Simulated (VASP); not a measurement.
# Al3GaAs4 in VASP: a series of runs

The runs below take Al3GaAs4 through single point, with PBE.

Program: VASP 6.6.1. These are calculated values, not measurements. Logs are shortened: lines on timing, memory, paths and dates and some standing lists are left out, and cuts for length are marked.

### Step 1. The cell of the first run

It takes space group P-43m (No. 215, cubic). The conventional cell has a = 5.733 Å, b = 5.733 Å, c = 5.733 Å, α = 90.00°, β = 90.00°, γ = 90.00°. Within 3.3 Å of Al (site symmetry -42m) lie 4 As at 2.48 Å. Ga (site symmetry -43m) has 4 As at 2.49 Å within 3.3 Å. As (site symmetry 3m) has 3 Al at 2.48 Å and 1 Ga at 2.49 Å within 3.3 Å.

### Step 2. Single point, PBE

Input file INCAR:

```
SYSTEM = Al3GaAs4
PREC = Accurate ; ENCUT = 520
EDIFF = 1E-6 ; ISMEAR = 0
SIGMA = 0.1 ; LREAL = .False.
LASPH = .True. ; NELM = 60
ALGO = Normal ; ISIF = 2
LWAVE = .False. ; LCHARG = .False.
GGA = PE ; NBANDS = 31
```

Input file KPOINTS:

```
Automatic mesh
0
Gamma
  2 2 2
  0 0 0
```

Input file POSCAR:

```
Al3GaAs4
1.0
    5.7327688000      0.0000000000      0.0000000000
    0.0000000000      5.7327688000      0.0000000000
    0.0000000000      0.0000000000      5.7327688000
Al Ga As
3 1 4
Direct
    0.0000000000      0.5000000000      0.5000000000
    0.5000000000      0.5000000000      0.0000000000
    0.5000000000      0.0000000000      0.5000000000
    0.0000000000      0.0000000000      0.0000000000
    0.7491210000      0.7491210000      0.2508790000
    0.7491210000      0.2508790000      0.7491210000
    0.2508790000      0.7491210000      0.7491210000
    0.2508790000      0.2508790000      0.2508790000
```

Potentials or basis: VASP PAW PBE potentials, release 64 (Al, Ga_d, As).

Run with:

```console
$ cat potpaw_PBE.64/Al/POTCAR potpaw_PBE.64/Ga_d/POTCAR potpaw_PBE.64/As/POTCAR > POTCAR
$ mpirun -np 1 vasp_std > vasp.out
```

OUTCAR:

```text
SYSTEM = Al3GaAs4
   PREC = Accurate
   ENCUT = 520
   EDIFF = 1E-6
   ISMEAR = 0
   LREAL = .False.
   LASPH = .True.
   NELM = 60
   ISIF = 2
   GGA = PE

 ion  position               nearest neighbor table
   1  0.000  0.500  0.500-   5 2.48   6 2.48   7 2.48   8 2.48
   2  0.500  0.500  0.000-   5 2.48   6 2.48   7 2.48   8 2.48
   3  0.500  0.000  0.500-   5 2.48   6 2.48   7 2.48   8 2.48
   4  0.000  0.000  0.000-   5 2.49   6 2.49   7 2.49   8 2.49
   5  0.749  0.749  0.251-   1 2.48   2 2.48   3 2.48   4 2.49
   6  0.749  0.251  0.749-   1 2.48   2 2.48   3 2.48   4 2.49
   7  0.251  0.749  0.749-   1 2.48   2 2.48   3 2.48   4 2.49
   8  0.251  0.251  0.251-   1 2.48   2 2.48   3 2.48   4 2.49

  LATTYP: Found a simple cubic cell.
 ALAT       =     5.7327688000

  Lattice vectors:

 A1 = (   5.7327688000,   0.0000000000,   0.0000000000)
 A2 = (   0.0000000000,   5.7327688000,   0.0000000000)
 A3 = (   0.0000000000,   0.0000000000,   5.7327688000)

Analysis of symmetry for initial positions (statically):
=====================================================================
 Subroutine PRICEL returns:
 Original cell was already a primitive cell.

 Routine SETGRP: Setting up the symmetry group for a
 simple cubic supercell.

 Subroutine GETGRP returns: Found 24 space group operations
 (whereof 24 operations were pure point group operations)
 out of a pool of 48 trial point group operations.

The static configuration has the point symmetry T_d .

Analysis of symmetry for dynamics (positions and initial velocities):
=====================================================================
 Subroutine PRICEL returns:
 Original cell was already a primitive cell.

 Routine SETGRP: Setting up the symmetry group for a
 simple cubic supercell.

 Subroutine GETGRP returns: Found 24 space group operations
 (whereof 24 operations were pure point group operations)
 out of a pool of 48 trial point group operations.

The dynamic configuration has the point symmetry T_d .

 Subroutine INISYM returns: Found 24 space group operations
 (whereof 24 operations are pure point group operations),
 and found     1 'primitive' translations

----------------------------------------------------------------------------------------

                                     Primitive cell

  volume of cell :     188.4054

  direct lattice vectors                    reciprocal lattice vectors
     5.732768800  0.000000000  0.000000000     0.174435780  0.000000000  0.000000000
     0.000000000  5.732768800  0.000000000     0.000000000  0.174435780  0.000000000
[... 85 lines left out ...]
   TEBEG  =    0.0;   TEEND  =   0.0 temperature during run
   PSTRESS=    0.0 pullay stress
   NELECT =      42.0000    total number of electrons
   NUPDOWN=      -1.0000    fix difference up-down
   EMIN   =  10.00;   EMAX   =-10.00  energy-range for DOS
   EFERMI =   0.00;   METHOD = LEGACY
   ISMEAR =     0;   SIGMA  =   0.10  broadening in eV -4-tet -1-fermi 0-gaus
   EFERMI_NEDOS =   21; number of points for ismear=-14 and -15
   IALGO  =     38    algorithm
   IMIX   =      4    mixing-type and parameters
     AMIX     =   0.40;   BMIX     =  1.00
     AMIX_MAG =   1.60;   BMIX_MAG =  1.00
  volume/ion in A,a.u.               =      23.55       158.93
  Fermi-wavevector in a.u.,A,eV,Ry     =   0.992644  1.875825 13.406392  0.985342
  Thomas-Fermi vector in A             =   2.124470
   LORBIT       =      0    0 simple, 1 ext, 2 COOP (PROOUT), +10 PAW based schemes
   GGA     = PE    functional components
   LHFCALC =     F    Hartree Fock is set to
   AEXX    =    0.0000 exact exchange contribution
   IVDW    =     0    specifies the selected vdW correction
   LEPSILON=     F    determine dielectric tensor
   LRPA    =     F    only Hartree local field effects (RPA)
 non-spin polarized calculation
 Gauss-broadening in eV      SIGMA  =   0.10
  energy-cutoff  :      520.00
  volume of cell :      188.41
 maximum number of plane-waves:      5112
 NGX is ok and might be reduce to    48
   NGX = 21   NGY = 21   NGZ = 21

 number of electron      42.0000017 magnetization

 Free energy of the ion-electron system (eV)
  ---------------------------------------------------
  ext. energy  EPLUGINS =         0.00000000
  ---------------------------------------------------
  free energy    TOTEN  =       -35.86481074 eV

  energy without entropy =      -35.86481074  energy(sigma->0) =      -35.86481074

 E-fermi :   4.1017     XC(G=0):  -8.9994

 val. band max:        3.5955798182   @ k =   0.0000   0.0000   0.0000
 cond. band min:       4.6049480086   @ k =   0.5000   0.5000   0.5000
 fundamental gap:      1.0093681904
 Fermi energy:         4.1016701306

 k-point     1 :       0.0000    0.0000    0.0000
  band No.  band energies     occupation
      1     -10.9169      2.00000
      2     -10.9169      2.00000
      3     -10.9169      2.00000
      4     -10.8520      2.00000
      5     -10.8520      2.00000
      6      -8.2449      2.00000
[... 125 lines left out ...]
     30       8.1587      0.00000
     31       8.1587      0.00000

------------------------ aborting loop because EDIFF is reached ----------------------------------------

  FORCE on cell =-STRESS in cart. coord.  units (eV):
  Direction    XX          YY          ZZ          XY          YZ          ZX
  --------------------------------------------------------------------------------------
  -------------------------------------------------------------------------------------
  Total        0.3972570      0.3972570      0.3972570      0.0000000      0.0000000      0.0000000
  in kB        3.3782269      3.3782269      3.3782269      0.0000000      0.0000000      0.0000000
  external PRESSURE =       3.3782269 kB  Pullay stress =       0.0000000 kB

 VOLUME and BASIS-vectors are now :
 -----------------------------------------------------------------------------
  energy-cutoff  :      520.00
  volume of cell :      188.41
      direct lattice vectors                 reciprocal lattice vectors
     5.732768800  0.000000000  0.000000000     0.174435780  0.000000000  0.000000000
     0.000000000  5.732768800  0.000000000     0.000000000  0.174435780  0.000000000
     0.000000000  0.000000000  5.732768800     0.000000000  0.000000000  0.174435780

 POSITION                                       TOTAL-FORCE (eV/Angst)
 -----------------------------------------------------------------------------------
      0.00000      2.86638      2.86638        -0.000000      0.000000      0.000000
      2.86638      2.86638      0.00000        -0.000000      0.000000     -0.000000
      2.86638      0.00000      2.86638         0.000000      0.000000     -0.000000
      0.00000      0.00000      0.00000        -0.000000      0.000000      0.000000
      4.29454      4.29454      1.43823        -0.009679     -0.009679      0.009679
      4.29454      1.43823      4.29454        -0.009679      0.009679     -0.009679
      1.43823      4.29454      4.29454         0.009679     -0.009679     -0.009679
      1.43823      1.43823      1.43823         0.009679      0.009679      0.009679
 -----------------------------------------------------------------------------------
    total drift:                                0.000000      0.000000     -0.000000

  FREE ENERGIE OF THE ION-ELECTRON SYSTEM (eV)
  ---------------------------------------------------
  free  energy   TOTEN  =       -35.8648107392 eV

  energy  without entropy=      -35.8648107392  energy(sigma->0) =      -35.86481074
```

OSZICAR:

```text
N       E                     dE             d eps       ncg     rms          rms(c)
DAV:   1     0.232369350487E+03    0.23237E+03   -0.17238E+04   256   0.131E+03
DAV:   2    -0.696759645913E+01   -0.23934E+03   -0.22654E+03   279   0.306E+02
DAV:   3    -0.355958617156E+02   -0.28628E+02   -0.28037E+02   305   0.921E+01
DAV:   4    -0.367498716430E+02   -0.11540E+01   -0.11517E+01   285   0.198E+01
DAV:   5    -0.367735828068E+02   -0.23711E-01   -0.23697E-01   345   0.269E+00    0.624E+00
DAV:   6    -0.359747199040E+02    0.79886E+00   -0.12305E+00   355   0.871E+00    0.363E+00
DAV:   7    -0.358586710724E+02    0.11605E+00   -0.71990E-01   299   0.303E+00    0.127E+00
DAV:   8    -0.358626339867E+02   -0.39629E-02   -0.58113E-02   306   0.199E+00    0.246E-01
DAV:   9    -0.358641457772E+02   -0.15118E-02   -0.58585E-03   331   0.859E-01    0.122E-01
DAV:  10    -0.358645284268E+02   -0.38265E-03   -0.61939E-04   283   0.138E-01    0.625E-02
DAV:  11    -0.358648071598E+02   -0.27873E-03   -0.41092E-04   276   0.102E-01    0.112E-02
DAV:  12    -0.358648078378E+02   -0.67801E-06   -0.13899E-05   346   0.227E-02    0.773E-03
DAV:  13    -0.358648102794E+02   -0.24416E-05   -0.64255E-06   290   0.128E-02    0.246E-03
DAV:  14    -0.358648107392E+02   -0.45988E-06   -0.31906E-07   180   0.462E-03
   1 F= -.35864811E+02 E0= -.35864811E+02  d E =-.229709E-12
```

Run time: 26 s. Hardware: 1 thread of Intel Xeon 6975P-C (Granite Rapids), shared host; peak memory 0.32 GiB.

What came out:

- Free energy: -35.8648 eV
- Pressure: 0.3 GPa
- Largest force: 0.017 eV/Å
- Band gap on the k mesh: 1.01 eV, indirect (least direct gap 1.15 eV)

Forces on the atoms (eV/Å):
```
Al   0.000  0.000  0.000
Al   0.000  0.000  0.000
Al   0.000  0.000  0.000
Ga   0.000  0.000  0.000
As  -0.010 -0.010  0.010
As  -0.010  0.010 -0.010
As   0.010 -0.010 -0.010
As   0.010  0.010  0.010
```

Levels at points of the mesh, in eV from the valence-band top:
```csv
k point,band 19,band 20,band 21,band 22,band 23,band 24
"(0.00, 0.00, 0.00)",0.00,0.00,0.00,1.15,1.51,1.51
"(0.50, 0.00, 0.00)",-1.40,-1.31,-1.31,2.28,2.51,3.43
"(0.50, 0.50, 0.00)",-0.91,-0.91,-0.91,2.78,3.21,3.21
"(0.50, 0.50, 0.50)",-0.80,-0.80,-0.80,1.01,1.96,1.96
```

Caveat: the k points lie up to 0.55 Å⁻¹ apart.

### Step 3. Single point, PBE

Input file INCAR:

```
ALGO = Normal
EDIFF = 1E-6
ENCUT = 520
GGA = PE
ISIF = 2
ISMEAR = 0
LASPH = True
LCHARG = False
LREAL = False
LWAVE = False
NBANDS = 31
NELM = 100
PREC = Accurate
SIGMA = 0.1
```

Input file KPOINTS:

```
k-points
0
Gamma
  2 2 2
```

Input file POSCAR:

```
Al3GaAs4
1.0
    5.7289974110      0.0027027781     -0.0035313434
    0.0027062998      5.7334067833      0.0030316464
   -0.0033931272      0.0030931215      5.7423067781
Al Ga As
3 1 4
Direct
    0.0000088078      0.4998433459      0.4999901269
    0.5001570017      0.4999776575     -0.0001788338
    0.5000101161     -0.0000016982      0.5001511026
    0.0001345314     -0.0001697741      0.0003321380
    0.7487109952      0.7490304173      0.2509934171
    0.7490496635      0.2510104839      0.7489836523
    0.2508213362      0.7490789207      0.7488431355
    0.2511075480      0.2512306470      0.2508852613
```

Potentials or basis: VASP PAW PBE potentials, release 64 (Al, Ga_d, As).

Run with:

```console
$ cat potpaw_PBE.64/Al/POTCAR potpaw_PBE.64/Ga_d/POTCAR potpaw_PBE.64/As/POTCAR > POTCAR
$ mpirun -np 1 vasp_std > vasp.out
```

Wall time 38 s (1 thread of Intel Xeon 6975P-C (Granite Rapids), shared host); peak memory 0.32 GiB.

It converged, with:

```yaml
Free_energy: -35.8650 eV
Pressure: 0.3 GPa
Largest_force: 0.004 eV/Å
Band_gap_on_the_k_mesh: 0.99 eV, indirect (least direct gap 1.13 eV)
```

Forces in eV/Å, atoms in the order of the input:
```
Al   0.001  0.002  0.000
Al  -0.003  0.000  0.001
Al   0.001  0.000 -0.001
Ga  -0.001  0.001 -0.004
As   0.002  0.000  0.001
As  -0.002 -0.001  0.000
As   0.002 -0.001  0.002
As  -0.001  0.000  0.001
```

Stress tensor (GPa, compression positive):
```
 0.32 -0.05  0.06
-0.05  0.28 -0.06
 0.06 -0.06  0.19
```

Levels at points of the mesh, in eV from the valence-band top:
```csv
k point,band 17,band 18,band 19,band 20,band 21,band 22,band 23,band 24,band 25,band 26
"(0.00, 0.00, 0.00)",-2.20,-2.19,-0.02,-0.01,0.00,1.13,1.50,1.50,1.51,1.88
"(0.50, 0.00, 0.00)",-2.82,-1.42,-1.41,-1.33,-1.32,2.26,2.50,3.42,3.56,4.38
"(0.00, 0.50, 0.00)",-2.82,-1.42,-1.41,-1.33,-1.32,2.27,2.50,3.41,3.56,4.38
"(0.50, 0.50, 0.00)",-2.85,-1.00,-0.91,-0.91,-0.90,2.78,3.20,3.21,3.35,5.51
"(0.00, 0.00, 0.50)",-2.82,-1.41,-1.40,-1.32,-1.31,2.28,2.51,3.41,3.56,4.36
"(0.50, 0.00, 0.50)",-2.84,-1.01,-0.92,-0.92,-0.91,2.77,3.19,3.20,3.34,5.52
"(0.00, 0.50, 0.50)",-2.84,-1.02,-0.92,-0.92,-0.92,2.76,3.18,3.19,3.33,5.53
"(0.50, 0.50, 0.50)",-0.90,-0.88,-0.82,-0.81,-0.80,0.99,1.94,1.95,1.95,4.51
```

Caveat: the k points lie up to 0.55 Å⁻¹ apart. A k mesh can miss the band edges.

### Step 4. Single point, PBE

Input file INCAR:

```
  PREC = Accurate
  ENCUT = 520
  EDIFF = 1E-6
  ISMEAR = 0
  SIGMA = 0.1
  LREAL = F
  LASPH = T
  NELM = 100
  ALGO = Normal
  ISIF = 2
  LWAVE = F
  LCHARG = T
  GGA = PE
  LELF = T
  LVHAR = T
  NBANDS = 31
```

Input file KPOINTS:

```
Automatic mesh
0
Gamma
  4 4 4
```

Input file POSCAR:

```
Al3GaAs4
1.0
    5.7327688000      0.0000000000      0.0000000000
    0.0000000000      5.7327688000      0.0000000000
    0.0000000000      0.0000000000      5.7327688000
Al Ga As
3 1 4
Direct
    0.0000000000      0.5000000000      0.5000000000
    0.5000000000      0.5000000000      0.0000000000
    0.5000000000      0.0000000000      0.5000000000
    0.0000000000      0.0000000000      0.0000000000
    0.7491210000      0.7491210000      0.2508790000
    0.7491210000      0.2508790000      0.7491210000
    0.2508790000      0.7491210000      0.7491210000
    0.2508790000      0.2508790000      0.2508790000
```

Run with:

```console
$ cat potpaw_PBE.64/Al/POTCAR potpaw_PBE.64/Ga_d/POTCAR potpaw_PBE.64/As/POTCAR > POTCAR
$ mpirun -np 1 vasp_std > vasp.out
```

Wall time 48 s (1 thread of Intel Xeon 6975P-C (Granite Rapids), shared host); peak memory 0.35 GiB.

It converged, with:

```yaml
Free_energy: -36.4124 eV
Pressure: 0.2 GPa
Largest_force: 0.004 eV/Å
Band_gap_on_the_k_mesh: 1.03 eV, indirect (least direct gap 1.16 eV)
```

Forces in eV/Å, atoms in the order of the input:
```
Al   0.000  0.000  0.000
Al   0.000  0.000  0.000
Al   0.000  0.000  0.000
Ga   0.000  0.000  0.000
As  -0.002 -0.002  0.002
As  -0.002  0.002 -0.002
As   0.002 -0.002 -0.002
As   0.002  0.002  0.002
```

Levels at points of the mesh, in eV from the valence-band top:
```tsv
k point	band 18	band 19	band 20	band 21	band 22	band 23	band 24	band 25
(0.00, 0.00, 0.00)	-2.18	0.00	0.00	0.00	1.16	1.53	1.53	1.53
(0.50, 0.00, 0.00)	-1.40	-1.40	-1.31	-1.31	2.30	2.54	3.44	3.59
(0.50, 0.50, 0.00)	-1.00	-0.90	-0.90	-0.90	2.81	3.23	3.23	3.37
(0.50, 0.50, 0.50)	-0.87	-0.80	-0.80	-0.80	1.03	1.98	1.98	1.98
```

A k mesh can miss the band edges.

### Step 5. Summary

| cell | k mesh | gap on the mesh (eV) | pressure (GPa) |
| --- | --- | --- | --- |
| a = 5.733 Å, 8 atoms | 2 × 2 × 2 | 1.01 | 0.3 |
| a = 5.729, b = 5.733, c = 5.742 Å, angles 89.9, 90.1, 89.9°, 8 atoms | 2 × 2 × 2 | 0.99 | 0.3 |
| a = 5.733 Å, 8 atoms | 4 × 4 × 4 | 1.03 | 0.2 |

Alike in all rows: task single point; level PBE; potentials or basis VASP PAW PBE potentials, release 64 (Al, Ga_d, As); no spin polarisation; cutoff (eV) 520; smearing gaussian 0.1 eV.

Caveats: some runs use coarse meshes.

Total energies depend on the potentials used, so only differences within one code and one set of settings carry meaning.
